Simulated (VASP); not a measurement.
# BaAs (Cmcm) in VASP: further runs

BaAs is run at these levels: PBE; tasks: single point, relaxation of cell and atoms.

All numbers are computed with VASP 6.6.1; they aren't measurements. Logs are shortened: lines on timing, memory, paths and dates and some standing lists are left out, and cuts for length are marked.

## (1) The cell of the first run

Symmetry: Cmcm, No. 63, orthorhombic system. The conventional cell has a = 4.269 Å, b = 12.215 Å, c = 4.714 Å, α = 90.00°, β = 90.00°, γ = 90.00°. Within 3.9 Å of Ba (site symmetry m2m) lie 7 As at 2.97 to 3.79 Å. As (site symmetry m2m) has 7 Ba at 2.97 to 3.79 Å and 2 As at 3.63 Å within 3.9 Å.

The cell was built from a structure type or drawn by symmetry, and may not be a known phase.

## (2) Single point, PBE

INCAR reads:

```
ALGO     = Normal         # electronic algorithm
EDIFF    = 1E-6           # SCF threshold, eV
ENCUT    = 520            # plane-wave cutoff, eV
GGA      = PE             # functional
ISIF     = 2              # what is computed and relaxed
ISMEAR   = 0              # smearing method
LASPH    = T              # aspherical terms in the spheres
LCHARG   = F              # write CHGCAR
LREAL    = F              # projectors in reciprocal space
LWAVE    = F              # write WAVECAR
NBANDS   = 23             # bands
NELM     = 100            # most SCF steps
PREC     = Accurate       # precision mode
SIGMA    = 0.1            # smearing width, eV
```

KPOINTS reads:

```
k-points
0
Gamma
  4 4 4
```

POSCAR reads:

```
BaAs
1.0
    2.1344094600     -6.1073581800      0.0000000000
    2.1344094600      6.1073581800      0.0000000000
    0.0000000000      0.0000000000      4.7142446400
Ba As
2 2
Direct
    0.3565043900      0.6434956100      0.2500000000
    0.6434956100      0.3565043900      0.7500000000
    0.8868549900      0.1131450100      0.7500000000
    0.1131450100      0.8868549900      0.2500000000
```

Potentials or basis: VASP PAW PBE potentials, release 64 (Ba_sv, As).

The run is started by

```sh
cat potpaw_PBE.64/Ba_sv/POTCAR potpaw_PBE.64/As/POTCAR > POTCAR
mpirun -np 1 vasp_std > vasp.out
```

OUTCAR:

```text
EDIFF = 1E-6
   ENCUT = 520
   GGA = PE
   ISIF = 2
   ISMEAR = 0
   LASPH = T
   LREAL = F
   NELM = 100
   PREC = Accurate

 ion  position               nearest neighbor table
   1  0.357  0.643  0.250-   4 2.97   3 3.20   3 3.20   3 3.20   3 3.20   4 3.79   4 3.79   2 4.11
                             2 4.11   2 4.11   2 4.11   2 4.22   2 4.22
   2  0.643  0.357  0.750-   3 2.97   4 3.20   4 3.20   4 3.20   4 3.20   3 3.79   3 3.79   1 4.11
                             1 4.11   1 4.11   1 4.11   1 4.22   1 4.22
   3  0.887  0.113  0.750-   2 2.97   1 3.20   1 3.20   1 3.20   1 3.20   2 3.79   2 3.79
   4  0.113  0.887  0.250-   1 2.97   2 3.20   2 3.20   2 3.20   2 3.20   1 3.79   1 3.79

  LATTYP: Found a base centered orthorhombic cell.
 ALAT       =     4.2688189200
 B/A-ratio  =     2.8613807681
 C/A-ratio  =     1.1043440184

  Lattice vectors:

 A1 = (   2.1344094600,  -6.1073581800,   0.0000000000)
 A2 = (   2.1344094600,   6.1073581800,   0.0000000000)
 A3 = (   0.0000000000,   0.0000000000,   4.7142446400)

Analysis of symmetry for initial positions (statically):
=====================================================================
 Subroutine PRICEL returns:
 Original cell was already a primitive cell.

 Routine SETGRP: Setting up the symmetry group for a
 base centered orthorhombic supercell.

 Subroutine GETGRP returns: Found  8 space group operations
 (whereof  4 operations were pure point group operations)
 out of a pool of  8 trial point group operations.

The static configuration has the point symmetry C_2h.
 The point group associated with its full space group is D_2h.

Analysis of symmetry for dynamics (positions and initial velocities):
=====================================================================
 Subroutine PRICEL returns:
 Original cell was already a primitive cell.

 Routine SETGRP: Setting up the symmetry group for a
 base centered orthorhombic supercell.

 Subroutine GETGRP returns: Found  8 space group operations
 (whereof  4 operations were pure point group operations)
 out of a pool of  8 trial point group operations.

The dynamic configuration has the point symmetry C_2h.
 The point group associated with its full space group is D_2h.

 Subroutine INISYM returns: Found  8 space group operations
 (whereof  4 operations are pure point group operations),
 and found     1 'primitive' translations

----------------------------------------------------------------------------------------

                                     Primitive cell

  volume of cell :     122.9060

  direct lattice vectors                    reciprocal lattice vectors
     2.134409460 -6.107358180  0.000000000     0.234256833 -0.081868459  0.000000000
     2.134409460  6.107358180  0.000000000     0.234256833  0.081868459  0.000000000
     0.000000000  0.000000000  4.714244640     0.000000000  0.000000000  0.212123060

  length of vectors
     6.469584815  6.469584815  4.714244640     0.248150576  0.248150576  0.212123060

  position of ions in fractional coordinates (direct lattice)
     0.356504390  0.643495610  0.250000000
     0.643495610  0.356504390  0.750000000
     0.886854990  0.113145010  0.750000000
     0.113145010  0.886854990  0.250000000

  ion indices of the primitive-cell ions
   primitive index   ion index
                 1           1
                 2           2
                 3           3
                 4           4

----------------------------------------------------------------------------------------

 KPOINTS: k-points

Automatic generation of k-mesh.
 Grid dimensions read from file:
 generate k-points for:    4    4    4

 Generating k-lattice:

  Cartesian coordinates                     Fractional coordinates (reciprocal lattice)
     0.058564208 -0.020467115  0.000000000     0.250000000  0.000000000  0.000000000
     0.058564208  0.020467115  0.000000000     0.000000000  0.250000000  0.000000000
     0.000000000  0.000000000  0.053030765     0.000000000  0.000000000  0.250000000

  Length of vectors
     0.062037644  0.062037644  0.053030765

  Shift w.r.t. Gamma in fractional coordinates (k-lattice)
     0.000000000  0.000000000  0.000000000

 Subroutine IBZKPT returns following result:
 ===========================================

 Found     21 irreducible k-points:

 Following reciprocal coordinates:
            Coordinates               Weight
  0.000000  0.000000  0.000000      1.000000
  0.250000  0.000000  0.000000      4.000000
  0.500000  0.000000  0.000000      2.000000
  0.250000  0.250000  0.000000      2.000000
  0.500000  0.250000  0.000000      4.000000
 -0.250000  0.250000  0.000000      2.000000
[... 13 lines left out ...]
 -0.250000  0.250000  0.500000      2.000000
  0.500000  0.500000  0.500000      1.000000
   k-points           NKPTS =     21   k-points in BZ     NKDIM =     21   number of bands    NBANDS=     23
   number of dos      NEDOS =    301   number of ions     NIONS =      4
   total plane-waves  NPLWV =  82944
   dimension x,y,z NGX =    48 NGY =   48 NGZ =   36
   dimension x,y,z NGXF=    96 NGYF=   96 NGZF=   72
   ions per type =               2   2
   NGX,Y,Z   is equivalent  to a cutoff of  12.33, 12.33, 12.70 a.u.
   NGXF,Y,Z  is equivalent  to a cutoff of  24.67, 24.67, 25.39 a.u.
 SYSTEM =  unknown system
   PREC   = accura    normal or accurate (medium, high low for compatibility)
   ISTART =      0    job   : 0-new  1-cont  2-samecut
   ICHARG =      2    charge: 1-file 2-atom 10-const
   ISPIN  =      1    spin polarized calculation?
   LNONCOLLINEAR =      F non collinear calculations
   LSORBIT =      F    spin-orbit coupling
   LASPH  =      T    aspherical Exc in radial PAW
   ENCUT  =  520.0 eV  38.22 Ry    6.18 a.u.  12.03 12.03  8.77*2*pi/ulx,y,z
   NELM   =    100;   NELMIN=  2; NELMDL= -5     # of ELM steps
   EDIFF  = 0.1E-05   stopping-criterion for ELM
   LREAL  =      F    real-space projection
   EDIFFG = 0.1E-04   stopping-criterion for IOM
   NSW    =      0    number of steps for IOM
   IBRION =     -1    ionic relax: 0-MD 1-quasi-New 2-CG
   NFREE  =      0    steps in history (QN), initial steepest desc. (CG)
   ISIF   =      2    stress and relaxation
   ISYM   =      2    0-nonsym 1-usesym 2-fastsym
   POTIM  = 0.5000    time-step for ionic-motion
   TEBEG  =    0.0;   TEEND  =   0.0 temperature during run
   PSTRESS=    0.0 pullay stress
   NELECT =      30.0000    total number of electrons
   NUPDOWN=      -1.0000    fix difference up-down
   EMIN   =  10.00;   EMAX   =-10.00  energy-range for DOS
   EFERMI =   0.00;   METHOD = LEGACY
   ISMEAR =     0;   SIGMA  =   0.10  broadening in eV -4-tet -1-fermi 0-gaus
   EFERMI_NEDOS =   21; number of points for ismear=-14 and -15
   IALGO  =     38    algorithm
   IMIX   =      4    mixing-type and parameters
     AMIX     =   0.40;   BMIX     =  1.00
     AMIX_MAG =   1.60;   BMIX_MAG =  1.00
  volume/ion in A,a.u.               =      30.73       207.35
  Fermi-wavevector in a.u.,A,eV,Ry     =   1.023114  1.933406 14.242074  1.046763
  Thomas-Fermi vector in A             =   2.156830
   LORBIT       =      0    0 simple, 1 ext, 2 COOP (PROOUT), +10 PAW based schemes
   GGA     = PE    functional components
   LHFCALC =     F    Hartree Fock is set to
   AEXX    =    0.0000 exact exchange contribution
   IVDW    =     0    specifies the selected vdW correction
   LEPSILON=     F    determine dielectric tensor
   LRPA    =     F    only Hartree local field effects (RPA)
 non-spin polarized calculation
 Gauss-broadening in eV      SIGMA  =   0.10
  energy-cutoff  :      520.00
  volume of cell :      122.91
 maximum number of plane-waves:      3334
   NGX = 25   NGY = 25   NGZ = 17

 number of electron      30.0000000 magnetization

 Free energy of the ion-electron system (eV)
  ---------------------------------------------------
  ext. energy  EPLUGINS =         0.00000000
  ---------------------------------------------------
  free energy    TOTEN  =       -15.49966776 eV

  energy without entropy =      -15.48115650  energy(sigma->0) =      -15.49041213

 E-fermi :   2.8643     XC(G=0):  -9.2698

 val. band max:        2.8267372971   @ k =   0.5000   0.2500   0.0000
 cond. band min:       2.9288759051   @ k =   0.5000   0.5000   0.2500
 fundamental gap:      0.1021386080
 Fermi energy:         2.8642666635

 k-point     1 :       0.0000    0.0000    0.0000
  band No.  band energies     occupation
      1     -24.0351      2.00000
      2     -23.9059      2.00000
      3      -9.8672      2.00000
      4      -9.4829      2.00000
      5      -9.2950      2.00000
      6      -9.2160      2.00000
[... 15 lines left out ...]
     22       7.2402      0.00000
     23       7.5920      0.00000

 k-point     2 :       0.2500    0.0000    0.0000
  band No.  band energies     occupation
      1     -24.0021      2.00000
      2     -23.9087      2.00000
      3      -9.9216      2.00000
      4      -9.7890      2.00000
      5      -9.3751      2.00000
      6      -9.3396      2.00000
[... 15 lines left out ...]
     22       8.3847      0.00000
     23       8.7372      0.00000

 k-point     3 :       0.5000    0.0000    0.0000
  band No.  band energies     occupation
      1     -23.9545      2.00000
      2     -23.9258      2.00000
      3     -10.1758      2.00000
      4     -10.0680      2.00000
      5      -9.3092      2.00000
      6      -9.2146      2.00000
[... 15 lines left out ...]
     22       8.8253      0.00000
     23       9.1078      0.00000
[... 417 lines left out ...]
 k-point    20 :      -0.2500    0.2500    0.5000
  band No.  band energies     occupation
      1     -23.9595      2.00000
      2     -23.9595      2.00000
      3     -10.1600      2.00000
      4     -10.1600      2.00000
      5      -9.1875      2.00000
      6      -9.1875      2.00000
[... 15 lines left out ...]
     22       7.7067      0.00000
     23       8.0728      0.00000

 k-point    21 :       0.5000    0.5000    0.5000
  band No.  band energies     occupation
      1     -23.9592      2.00000
      2     -23.9592      2.00000
      3     -10.2798      2.00000
      4     -10.2798      2.00000
      5      -9.0786      2.00000
      6      -9.0786      2.00000
[... 15 lines left out ...]
     22       7.1099      0.00000
     23       8.8648      0.00000

------------------------ aborting loop because EDIFF is reached ----------------------------------------

  FORCE on cell =-STRESS in cart. coord.  units (eV):
  Direction    XX          YY          ZZ          XY          YZ          ZX
  --------------------------------------------------------------------------------------
  -------------------------------------------------------------------------------------
  Total        6.3611830      5.4011899      5.4288208      0.0000000      0.0000000      0.0000000
  in kB       82.9230429     70.4087757     70.7689664      0.0000000      0.0000000      0.0000000
  external PRESSURE =      74.7002617 kB  Pullay stress =       0.0000000 kB

 VOLUME and BASIS-vectors are now :
 -----------------------------------------------------------------------------
  energy-cutoff  :      520.00
  volume of cell :      122.91
      direct lattice vectors                 reciprocal lattice vectors
     2.134409460 -6.107358180  0.000000000     0.234256833 -0.081868459  0.000000000
     2.134409460  6.107358180  0.000000000     0.234256833  0.081868459  0.000000000
     0.000000000  0.000000000  4.714244640     0.000000000  0.000000000  0.212123060

 POSITION                                       TOTAL-FORCE (eV/Angst)
 -----------------------------------------------------------------------------------
      2.13441      1.75276      1.17856         0.000000     -1.520818      0.000000
      2.13441     -1.75276      3.53568         0.000000      1.520818     -0.000000
      2.13441     -4.72532      3.53568         0.000000     -1.449244      0.000000
      2.13441      4.72532      1.17856         0.000000      1.449244     -0.000000
 -----------------------------------------------------------------------------------
    total drift:                                0.000000     -0.000000      0.000000

  FREE ENERGIE OF THE ION-ELECTRON SYSTEM (eV)
  ---------------------------------------------------
  free  energy   TOTEN  =       -15.4996677627 eV

  energy  without entropy=      -15.4811564982  energy(sigma->0) =      -15.49041213
```

Wall time 56 s (1 thread of Intel Xeon Platinum 8259CL at 2.50GHz (Skylake/Cascade Lake), shared host); peak memory 0.28 GiB.

Results:

| Property | Result |
| --- | --- |
| Free energy | -15.4997 eV |
| Pressure | 7.5 GPa |
| Largest force | 1.521 eV/Å |
| Band gap on the k mesh | zero (bands 15 and 16 overlap by 1.24 eV) |

Forces in eV/Å, atoms in the order of the input:
```
Ba   0.000 -1.521  0.000
Ba   0.000  1.521  0.000
As   0.000 -1.449  0.000
As   0.000  1.449  0.000
```

Caveat: the k points lie up to 0.39 Å⁻¹ apart, too coarse for converged energies and pressures of a metal; spin-orbit coupling is left out, which moves the levels of the heavy elements; forces of over 1 eV/Å act on the atoms, so gaps and moduli don't describe the material at rest.

## (3) Single point, PBE

This run uses another cell than the first one, of 33.26 Å³/atom.

INCAR reads:

```
  PREC = Accurate
  ENCUT = 520
  EDIFF = 1E-7
  ISMEAR = 0
  SIGMA = 0.1
  LREAL = False
  LASPH = True
  NELM = 80
  ALGO = Normal
  ISIF = 2
  LWAVE = False
  LCHARG = False
  GGA = PE
  NBANDS = 23
```

KPOINTS reads:

```
Automatic mesh
0
Gamma
  4 4 4
```

POSCAR reads:

```
BaAs
1.0
    2.4135173351     -6.1030209846      0.0000000000
    2.4135173351      6.1030209846      0.0000000000
    0.0000000000      0.0000000000      4.5160324016
Ba As
2 2
Direct
    0.3658541442      0.6341458558      0.2500000000
    0.6341458558      0.3658541442      0.7500000000
    0.9206251703      0.0793748297      0.7500000000
    0.0793748297      0.9206251703      0.2500000000
```

Potentials or basis: VASP PAW PBE potentials, release 64 (Ba_sv, As).

The run is started by

```sh
cat potpaw_PBE.64/Ba_sv/POTCAR potpaw_PBE.64/As/POTCAR > POTCAR
mpirun -np 1 vasp_std > vasp.out
```

It took 76 s on 1 thread of Intel Xeon Platinum 8259CL at 2.50GHz (Skylake/Cascade Lake), shared host; peak memory 0.3 GiB.

Results (log left out):

```yaml
Free_energy: -16.4698 eV
Pressure: 0.5 GPa
Largest_force: 0.048 eV/Å
Band_gap_on_the_k_mesh: zero (bands 15 and 16 overlap by 0.80 eV)
```

Forces on the atoms (eV/Å):
```
Ba   0.000  0.048  0.000
Ba   0.000 -0.048  0.000
As   0.000 -0.006  0.000
As   0.000  0.006  0.000
```

Stress tensor (GPa, compression positive):
```
0.64 0.00 0.00
0.00 0.43 0.00
0.00 0.00 0.49
```

Levels at points of the mesh, in eV from the Fermi level:
```
           k point  band 11  band 12  band 13  band 14  band 15  band 16  band 17  band 18  band 19  band 20
(0.00, 0.00, 0.00)    -2.25    -2.10    -1.94    -0.82    -0.18     0.88     1.01     1.18     1.93     2.31
(0.50, 0.00, 0.00)    -3.15    -2.75    -2.41    -2.12    -0.21    -0.17     1.86     2.57     2.83     2.92
(0.50, 0.50, 0.00)    -2.36    -2.23    -1.74    -1.49     0.00     0.15     1.02     1.50     2.04     2.61
(0.00, 0.00, 0.50)    -3.12    -3.12    -2.09    -2.09    -0.44    -0.44     2.59     2.59     3.55     3.55
(0.50, 0.00, 0.50)    -2.84    -2.84    -1.61    -1.61     0.20     0.20     1.80     1.80     4.04     4.04
(0.50, 0.50, 0.50)    -3.56    -3.56    -1.85    -1.85    -0.08    -0.08     1.98     1.98     2.55     2.55
```

Caveat: spin-orbit coupling is left out, which moves the levels of the heavy elements.

## (4) Relaxation of cell and atoms, PBE

INCAR reads:

```
SYSTEM = BaAs
PREC = Accurate ; ENCUT = 600
EDIFF = 1E-7 ; ISMEAR = 0
SIGMA = 0.1 ; LREAL = .FALSE.
LASPH = .TRUE. ; NELM = 80
ALGO = Normal ; ISIF = 3
LWAVE = .FALSE. ; LCHARG = .FALSE.
GGA = PE ; IBRION = 2
NSW = 90 ; EDIFFG = -0.04
```

KPOINTS reads:

```
Automatic mesh
0
G
  4 4 4
  0 0 0
```

POSCAR reads:

```
BaAs
1.0
    2.1344094600     -6.1073581800      0.0000000000
    2.1344094600      6.1073581800      0.0000000000
    0.0000000000      0.0000000000      4.7142446400
Ba As
2 2
Direct
    0.3565043900      0.6434956100      0.2500000000
    0.6434956100      0.3565043900      0.7500000000
    0.8868549900      0.1131450100      0.7500000000
    0.1131450100      0.8868549900      0.2500000000
```

The run is started by

```sh
cat potpaw_PBE.64/Ba_sv/POTCAR potpaw_PBE.64/As/POTCAR > POTCAR
mpirun -np 1 vasp_std > vasp.out
```

Run time: 27 min. Hardware: 1 thread of Intel Xeon Platinum 8259CL at 2.50GHz (Skylake/Cascade Lake), shared host; peak memory 0.39 GiB.

Results (log left out):

| Property | Result |
| --- | --- |
| Free energy | -16.4729 eV |
| Relaxed volume | 33.78 Å³/atom |
| Relaxed cell | a = 6.589 Å, b = 6.589 Å, c = 4.544 Å, α = 90.00°, β = 90.00°, γ = 136.78° |
| Space group after relaxing (to 0.1 Å) | Cmcm (No. 63) |
| Energy gained by relaxing | 243.2 meV/atom |
| Ionic steps | 27 |
| Pressure after relaxing | 0.0 GPa |
| Largest force after relaxing | 0.017 eV/Å |
| Band gap on the k mesh | zero (bands 15 and 16 overlap by 0.79 eV) |

Forces in eV/Å, atoms in the order of the input:
```
Ba   0.000  0.017  0.000
Ba   0.000 -0.017  0.000
As   0.000  0.011  0.000
As   0.000 -0.011  0.000
```

Stress tensor (GPa, compression positive):
```
-0.05  0.00  0.00
 0.00  0.02  0.00
 0.00  0.00 -0.10
```

Step by step:
```csv
step,energy change (eV),largest force (eV/Å),pressure (GPa),volume (Å³)
1,0.0000,1.5207,7.47,122.91
2,-0.6298,0.5759,-1.67,150.18
3,-0.6406,0.6550,-0.88,146.25
4,-0.7263,0.5055,-0.62,143.85
5,-0.8561,0.3151,0.61,136.68
6,-0.8565,0.3019,0.73,136.16
7,-0.8757,0.1891,-0.31,139.70
8,-0.8757,0.1905,-0.30,139.64
9,-0.8895,0.1736,-0.15,138.87
10,-0.9195,0.1875,0.36,136.56
11,-0.8999,0.2490,1.67,132.02
12,-0.9252,0.2038,0.74,135.06
13,-0.9312,0.1900,0.63,135.36
14,-0.9435,0.1449,0.29,136.24
15,-0.9348,0.2036,-0.24,137.99
16,-0.9458,0.1149,0.11,136.78
17,-0.9488,0.1077,0.04,136.89
18,-0.9570,0.0807,-0.15,137.20
19,-0.9641,0.0499,-0.45,137.81
20,-0.9668,0.1062,-0.09,136.07
21,-0.9668,0.1008,-0.12,136.24
22,-0.9683,0.0842,-0.05,135.87
23,-0.9702,0.0539,0.15,134.88
24,-0.9713,0.0434,0.05,135.10
25,-0.9721,0.0208,-0.16,135.59
26,-0.9721,0.0244,-0.12,135.50
27,-0.9728,0.0169,-0.04,135.10
```

Final structure:
```xyz
4
Lattice="2.4267 -6.1257 0.0000 2.4267 6.1257 0.0000 0.0000 0.0000 4.5442" Properties=species:S:1:pos:R:3 pbc="T T T"
Ba    2.4267    1.6441    1.1360
Ba    2.4267   -1.6441    3.4081
As    2.4267   -5.1544    3.4081
As    2.4267    5.1544    1.1360
```

Levels at points of the mesh, in eV from the Fermi level:
| k point | band 13 | band 14 | band 15 | band 16 | band 17 | band 18 |
| --- | --- | --- | --- | --- | --- | --- |
| (0.00, 0.00, 0.00) | -1.93 | -0.82 | -0.20 | 0.87 | 0.99 | 1.16 |
| (0.50, 0.00, 0.00) | -2.38 | -2.08 | -0.20 | -0.20 | 1.85 | 2.55 |
| (0.50, 0.50, 0.00) | -1.74 | -1.50 | -0.01 | 0.17 | 0.99 | 1.48 |
| (0.00, 0.00, 0.50) | -2.06 | -2.06 | -0.44 | -0.44 | 2.54 | 2.54 |
| (0.50, 0.00, 0.50) | -1.62 | -1.62 | 0.18 | 0.18 | 1.78 | 1.78 |
| (0.50, 0.50, 0.50) | -1.83 | -1.83 | -0.06 | -0.06 | 1.97 | 1.97 |

Caveat: the k points lie up to 0.35 Å⁻¹ apart in the final cell, too coarse for converged energies and pressures of a metal; spin-orbit coupling is left out, which moves the levels of the heavy elements.

(Part 1 of 2 ends here.)
